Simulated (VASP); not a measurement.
A run of VASP 6.6.1 is set up as follows.

File INCAR:

```
SYSTEM = Ge
  ALGO = Normal
  EDIFF = 1E-6
  ENCUT = 520
  GGA = CA
  ISIF = 2
  ISMEAR = -1
  LASPH = .TRUE.
  LCHARG = .FALSE.
  LREAL = .FALSE.
  LWAVE = .FALSE.
  NBANDS = 21
  NELM = 100
  PREC = Accurate
  SIGMA = 0.01
```

The input KPOINTS:

```
k-points
0
G
  10 10 10
  0 0 0
```

File POSCAR:

```
Ge
1.0
    0.0000000000      2.8147752533      2.8147752533
    2.8147752533      0.0000000000      2.8147752533
    2.8147752533      2.8147752533      0.0000000000
Ge
2
Direct
    0.5000000000      0.5000000000      0.5000000000
    0.7500000000      0.7500000000      0.7500000000
```

Potentials or basis: VASP PAW LDA potentials, release 64 (Ge_d).

Launch:

```bash
$ cat potpaw_LDA.64/Ge_d/POTCAR > POTCAR
$ mpirun -np 1 vasp_std > vasp.out
```

(1) Estimate the pressure.

(2) Predict the band gap on the k mesh.

Results:

(1) -0.1 GPa.

(2) zero (filled and empty bands touch).
